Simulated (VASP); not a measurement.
Te:

```
Te
1.0
     7.50685    0.00000    0.00000
     0.00000    7.50685    0.00000
     0.00000    0.00000    2.75265
Te
6
Direct
  0.17680 0.32320 0.00000
  0.32320 0.82320 0.00000
  0.82320 0.67680 0.00000
  0.67680 0.17680 0.00000
  0.00000 0.00000 0.00000
  0.50000 0.50000 0.00000
```

The cell was generated, and may not be a known phase.

| Quantity | Value |
| --- | --- |
| Program | VASP 6.6.1 |
| Task | relaxation of cell and atoms |
| Functional | PBE |
| Potentials or basis | VASP PAW PBE potentials, release 64 (Te) |
| Cutoff | 600 eV |
| k mesh | 2 × 2 × 6 |
| Occupations | gaussian, width 0.1 eV |
| Spin | no spin polarisation |

At the start: pressure 31.5 GPa; volume 25.85 Å³/atom.

Problem. Where does the relaxation end?

Solution. Over 31 steps the energy falls by 783.6 meV/atom and the volume is 38.57 Å³/atom (+49.2 %); space group P4/mbm (No. 127, to 0.1 Å) before and after.

The path:
| step | energy change (eV) | largest force (eV/Å) | pressure (GPa) | volume (Å³) |
| --- | --- | --- | --- | --- |
| 1 | 0.0000 | 0.9141 | 31.48 | 155.12 |
| 2 | -2.1957 | 0.3083 | -6.06 | 298.68 |
| 3 | -4.5160 | 0.0745 | -0.26 | 217.36 |
| 4 | -4.5196 | 0.0635 | 0.05 | 215.76 |
| 5 | -4.5202 | 0.0540 | 0.32 | 214.42 |
| 6 | -4.5442 | 0.1069 | 0.06 | 216.52 |
| 7 | -4.5459 | 0.0974 | 0.10 | 216.08 |
| 8 | -4.5477 | 0.0997 | -0.01 | 216.73 |
| 9 | -4.5506 | 0.1075 | -0.33 | 218.69 |
| 10 | -4.5515 | 0.1065 | -0.32 | 218.68 |
| 11 | -4.5542 | 0.1047 | -0.29 | 218.66 |
| 12 | -4.5593 | 0.1001 | -0.22 | 218.61 |
| 13 | -4.5688 | 0.0891 | -0.07 | 218.52 |
| 14 | -4.5828 | 0.0548 | 0.22 | 218.33 |
| 15 | -4.5892 | 0.0029 | 0.85 | 217.94 |
| 16 | -4.5906 | 0.0027 | 0.82 | 218.23 |
| 17 | -4.5946 | 0.0017 | 0.75 | 219.13 |
| 18 | -4.6023 | 0.0086 | 0.57 | 220.92 |
| 19 | -4.6215 | 0.0539 | 0.23 | 224.52 |
| 20 | -4.6616 | 0.0691 | -0.53 | 231.85 |
| 21 | -4.6041 | 0.0248 | -2.08 | 246.93 |
| 22 | -4.6681 | 0.0586 | -0.82 | 234.75 |
| 23 | -4.6725 | 0.0530 | -0.87 | 235.59 |
| 24 | -4.6761 | 0.0458 | -0.93 | 236.72 |
| 25 | -4.6746 | 0.0319 | -1.09 | 239.00 |
| 26 | -4.6770 | 0.0408 | -0.98 | 237.51 |
| 27 | -4.6853 | 0.0355 | -0.78 | 236.33 |
| 28 | -4.6978 | 0.0231 | -0.23 | 233.29 |
| 29 | -4.6993 | 0.0178 | 0.04 | 231.85 |
| 30 | -4.7009 | 0.0157 | 0.06 | 231.64 |
| 31 | -4.7015 | 0.0131 | 0.09 | 231.42 |

Final structure:
```
Te
1.0
     8.63040    0.00000    0.00000
     0.00000    8.63040    0.00000
     0.00000    0.00000    3.10693
Te
6
Direct
  0.23621 0.26379 0.00000
  0.26379 0.76379 0.00000
  0.76379 0.73621 0.00000
  0.73621 0.23621 0.00000
  0.00000 0.00000 0.00000
  0.50000 0.50000 0.00000
```

Caveat: the k points lie up to 0.36 Å⁻¹ apart in the final cell; the volume moved by over 15 % at a fixed basis, so the end points are rough; the highest band is partly filled, so the run has too few bands.
